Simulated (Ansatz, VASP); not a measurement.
# One calculation of PbO2, two programs

```
Pb O
1.0
     4.98783    0.00000    0.00000
     0.00000    4.98783    0.00000
     0.00000    0.00000    3.40328
Pb O
2 4
Direct
  0.00000 0.00000 0.00000
  0.50000 0.50000 0.50000
  0.30732 0.30732 0.00000
  0.19268 0.80732 0.50000
  0.80732 0.19268 0.50000
  0.69268 0.69268 0.00000
```

Alike in both runs: functional r2SCAN; k mesh 8 × 8 × 10; occupations gaussian, width 0.01 eV; no spin polarisation.

Ansatz relaxed the structure, and its values are those at the end. VASP's run is a single point on that final structure, the one shown.

|  | VASP | Ansatz |
| --- | --- | --- |
| version | VASP 6.6.1 | Ansatz 0.2.0 |
| potentials or method | VASP PAW PBE potentials, release 64 (Pb_d, O), cutoff 520 eV | scalar-relativistic, plane waves, PAW |
| valence electrons in the cell | 52 | 52 |

```csv
,VASP,Ansatz,Ansatz less VASP
gap on the k mesh at the Fermi level (eV),0.05,0.06,+0.008
least direct gap on the mesh (eV),0.07,0.08,+0.004
pressure (GPa),0.8,0.0,-0.82
rms of the force components (eV/Å),0.009,0.001,-0.0083
```

VASP's potentials were made for PBE, not for r2SCAN.

Neither program's run includes spin-orbit coupling.
